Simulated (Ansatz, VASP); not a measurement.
# Two plane-wave programs on Zn3InN3

```
CELL_PARAMETERS angstrom
4.66908 0.00000 0.00000
0.00000 4.66908 0.00000
0.00000 0.00000 4.66908
ATOMIC_POSITIONS crystal
Zn 0.50000 0.50000 0.00000
Zn 0.00000 0.50000 0.50000
Zn 0.50000 0.00000 0.50000
In 0.50000 0.50000 0.50000
N 0.50000 0.00000 0.00000
N 0.00000 0.50000 0.00000
N 0.00000 0.00000 0.50000
```

Change from the starting cell: species swapped into the Ce3GaBr3 type (Pm-3m, No. 221).

Alike in both runs: task relaxation of cell and atoms; functional PBE; k mesh 4 × 4 × 4; occupations gaussian, width 0.1 eV; collinear spin.

```csv
,VASP,Ansatz
version,VASP 6.6.1,Ansatz 0.2.0
potentials or method,"VASP PAW PBE potentials, release 64 (Zn, In_d, N), cutoff 600 eV","scalar-relativistic, plane waves, PAW"
valence electrons in the cell,64,64
```

|  | VASP | Ansatz | Ansatz less VASP |
| --- | --- | --- | --- |
| gap on the k mesh at the Fermi level, each at its own relaxed structure (eV) | none | none | - |
| net moment per atom (μB) | 0.39 | 0.39 | 0.000 |
| size of the moment on the site where the two differ most (μB) | 0.67 | 0.85 | +0.181 |
| relaxed volume (Å³/atom) | 16.26 | 16.14 | -0.121 |
| relaxed length of the cell vector where the two differ most in proportion (Å) | 4.847 | 4.834 | -0.0121 |

Site moments also hang on the region over which each program counts them. A gap of «none» marks a metal or a gap that the smearing closes.
